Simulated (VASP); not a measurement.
Wanted: the native input for a VASP 6.6.1 run.

```yaml
Task: relaxation of cell and atoms
Functional: LDA
Potentials_or_basis: VASP PAW LDA potentials, release 64 (Zn)
Cutoff: 600 eV
k_mesh: 13 × 13 × 7
Occupations: fermi-dirac, width 0.1 eV
Spin: no spin polarisation
Dipole_correction: no
Further_INCAR_settings: ALGO = Normal; EDIFF = 1e-06; IBRION = 2; EDIFFG = -0.01; NSW = 80; ISIF = 3
```

The structure of Zn lies in POSCAR:

```
Zn
1.0
    2.6647980532      0.0000000000      0.0000000000
   -1.3323990266      2.3077828100      0.0000000000
    0.0000000000      0.0000000000      4.9467000000
Zn
2
Direct
    0.3333333333      0.6666666667      0.2500000000
    0.6666666667      0.3333333333      0.7500000000
```

These files were run (other wordings do the same):

INCAR

```
SYSTEM = Zn
ALGO = Normal
EDIFF = 1E-6
EDIFFG = -0.01
ENCUT = 600
GGA = CA
IBRION = 2
ISIF = 3
ISMEAR = -1
LASPH = .TRUE.
LCHARG = .FALSE.
LREAL = .FALSE.
LWAVE = .FALSE.
NELM = 60
NSW = 80
PREC = Accurate
SIGMA = 0.1
```

KPOINTS

```
k-points
0
G
  13 13 7
  0 0 0
```

Potentials or basis: VASP PAW LDA potentials, release 64 (Zn).

Launch:

```sh
$ cat potpaw_LDA.64/Zn/POTCAR > POTCAR
$ mpirun -np 1 vasp_std > vasp.out
```

It gave:

- Relaxed volume: 13.63 Å³/atom
- Relaxed cell: a = 2.577 Å, b = 2.577 Å, c = 4.739 Å, α = 90.00°, β = 90.00°, γ = 120.00°
- Space group after relaxing (to 0.05 Å): P6_3/mmc (No. 194)
- Energy gained by relaxing: 46.3 meV/atom
- Ionic steps: 7
- Pressure after relaxing: 0.0 GPa
- Band gap on the k mesh: zero (band 12 reaches 4.77 eV, above the bottom of band 13 at 0.83 eV)

Caveat: the volume moved by -10 % from the deposited cell, more than functionals usually miss.

Wall time 110 s on 1 thread of AMD EPYC 7R13 Processor (Zen 3) (shared host), peak memory 0.15 GiB.
